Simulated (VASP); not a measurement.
# Si8GeO16 (a cell with a defect): single point with PBE

The system is Si8GeO16 (a cell with a defect).

```xyz
25
Lattice="-4.1929 -4.1929 0.0000 4.1929 -4.1929 0.0000 0.0000 0.0000 5.3408" Properties=species:S:1:pos:R:3 pbc="T T T"
Si   -0.1759   -3.9547    0.1337
Si    1.9910   -2.2022    1.1304
Si   -0.0823   -4.8750    2.6072
Si    2.0272   -1.9639    3.8005
Si    0.1141    0.0545    0.0352
Si   -2.2608   -1.9337    1.2119
Si   -0.4154    0.1423    2.6811
Si   -2.1169   -2.0074    3.9312
O     1.1203   -2.8202   -0.0695
O     0.5790   -0.7869    1.3544
O    -1.2397   -5.3344   -0.1298
O     3.5051   -3.1088    1.0543
O     2.1230   -3.2812    2.4445
O     0.8715   -0.4646    4.0048
O    -1.4921   -5.3351    2.4570
O     3.3998   -3.0958    4.1322
O    -2.9395   -2.5304   -0.0737
O     0.7163   -4.8273    1.2499
O    -1.3639   -0.9814   -0.0616
O    -1.3166   -3.3403    1.1958
O    -3.1879   -2.5061    2.7069
O     0.7059   -4.7966    3.9788
O    -1.3613   -1.2584    2.5422
O    -0.9821   -3.1502    4.0863
Ge    0.2597   -2.8401    2.7848
```

```json
{
  "Program": "VASP 6.6.1",
  "Task": "single point",
  "Functional": "PBE",
  "Potentials or basis": "VASP PAW PBE potentials, release 64 (Si, O, Ge_d)",
  "Cutoff": "520 eV",
  "k mesh": "2 × 2 × 2",
  "Occupations": "fermi-dirac, width 0.02 eV",
  "Spin": "no spin polarisation",
  "Dipole correction": "no",
  "Further INCAR settings": "LREAL = Auto; ALGO = Normal; EDIFF = 1e-06; NBANDS = 89"
}
```

| Property | Result |
| --- | --- |
| Pressure | 56.7 GPa |
| Largest force | 5.489 eV/Å |
| Band gap on the k mesh | 1.16 eV |

Forces on the atoms (eV/Å):
```
Si  -2.539 -0.723 -3.769
Si   4.293  3.038 -0.086
Si   4.016 -0.135  1.369
Si   0.761  0.445  2.940
Si  -2.692  3.063 -2.451
Si   1.984  0.168  0.228
Si   1.722  3.232 -0.412
Si  -2.155  2.643  2.901
O   -0.521  0.151  0.227
O    2.855 -0.446  0.806
O   -3.472 -0.921  0.359
O    1.685 -0.445  1.169
O   -1.460 -1.487  1.260
O   -0.349 -0.694 -0.975
O   -4.552 -1.673  0.154
O   -0.130 -1.688 -1.890
O   -3.674 -3.468 -2.146
O    1.958 -2.028 -2.690
O    0.347 -0.791 -0.528
O    1.471  1.024 -0.305
O   -0.292 -0.693 -2.580
O    1.648 -0.404  2.905
O    0.518 -0.007  1.750
O   -0.387 -1.025  1.678
Ge  -1.037  2.863  0.087
```

Stress tensor (GPa, compression positive):
```
58.03  8.08 -3.14
 8.08 49.33  4.98
-3.14  4.98 62.74
```

Levels at points of the mesh, in eV from the valence-band top:
```
           k point  band 67  band 68  band 69  band 70  band 71  band 72  band 73  band 74  band 75  band 76
(0.00, 0.00, 0.00)    -3.25    -3.08    -2.29    -1.76    -0.31     2.11     2.53     3.48     3.89     4.19
(0.50, 0.00, 0.00)    -3.16    -3.08    -2.86    -1.38    -0.51     2.12     3.09     3.77     4.18     4.38
(0.00, 0.50, 0.00)    -3.22    -3.04    -2.84    -1.39    -0.13     2.12     3.02     3.37     4.18     4.31
(0.50, 0.50, 0.00)    -3.27    -3.08    -2.83    -1.53     0.00     2.22     3.43     3.66     4.56     4.81
(0.00, 0.00, 0.50)    -3.27    -3.03    -2.45    -1.28    -0.04     1.30     3.48     4.28     4.37     5.20
(0.50, 0.00, 0.50)    -3.06    -2.92    -2.54    -1.28    -0.06     1.16     3.75     4.69     4.94     5.32
(0.00, 0.50, 0.50)    -3.35    -3.06    -2.52    -1.29    -0.03     1.37     3.79     3.98     4.67     5.39
(0.50, 0.50, 0.50)    -3.37    -3.12    -2.88    -1.15    -0.16     1.28     4.17     4.42     5.36     5.57
```

Wall time 7.1 min on 1 thread of Intel Xeon 8259CL, with other jobs on the host, peak memory 0.34 GiB.

Caveat: the k points lie up to 0.59 Å⁻¹ apart; the atoms stand as in a frame of molecular dynamics.
